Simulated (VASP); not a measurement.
Crystal: SiO2.

```
Si O
1.0
     0.00000    2.26417    2.26417
     2.20575    0.00000    2.26417
     2.20575    2.26417    0.00000
Si O
1 2
Direct
  0.00000 0.00000 0.00000
  0.25000 0.25000 0.25000
  0.75000 0.75000 0.75000
```

This cell differs from its parent crystal: uniaxial x strain -2.6%.

Base run:

```yaml
Program: VASP 6.6.1
Functional: r2SCAN
Potentials_or_basis: VASP PAW PBE potentials, release 64 (Si, O)
Cutoff: 520 eV
k_mesh: 10 × 10 × 10
Occupations: gaussian, width 0.01 eV
Spin: no spin polarisation
```

Its results: band gap on the k mesh 2.12 eV, direct; pressure 9.3 GPa.

The run is repeated on the same cell with these changes: functional from r2SCAN to PBE; occupations from gaussian, width 0.01 eV to fermi-dirac, width 0.02 eV. What comes out?

Band gap on the k mesh 1.51 eV, direct; pressure 19.1 GPa.

Caveats: the PAW data sets were made with another functional, which shifts forces and pressure a little (some runs).

A k mesh can miss the band edges.
